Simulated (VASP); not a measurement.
A run of VASP 6.6.1 is set up as follows.

Contents of INCAR:

```
SYSTEM = SnSe
PREC = Accurate
ENCUT = 520
EDIFF = 1E-8
ISMEAR = -1
SIGMA = 0.02
LREAL = .False.
LASPH = .True.
NELM = 80
ALGO = Normal
ISIF = 2
LWAVE = .False.
LCHARG = .False.
LEFG = .True.
NBANDS = 17
```

KPOINTS

```
regular mesh
0
Gamma
  9 9 9
  0 0 0
```

The input POSCAR:

```
SnSe
1.0
    0.0000000000      3.0690345955      3.0690345955
    3.0690345955      0.0000000000      3.0690345955
    3.0690345955      3.0690345955      0.0000000000
Sn Se
1 1
Direct
    0.0000000000      0.0000000000      0.0000000000
    0.5000000000      0.5000000000      0.5000000000
```

Potentials or basis: VASP PAW LDA potentials, release 64 (Sn_d, Se).

The run is started by

```sh
$ cat potpaw_LDA.64/Sn_d/POTCAR potpaw_LDA.64/Se/POTCAR > POTCAR
$ mpirun -np 1 vasp_std > vasp.out
```

(1) Estimate the pressure.

Answers

(1) -5.5 GPa.

Caveat: without QUAD_EFG the Cq values of the log hold for a quadrupole moment of 1 mb, not for the nuclei.
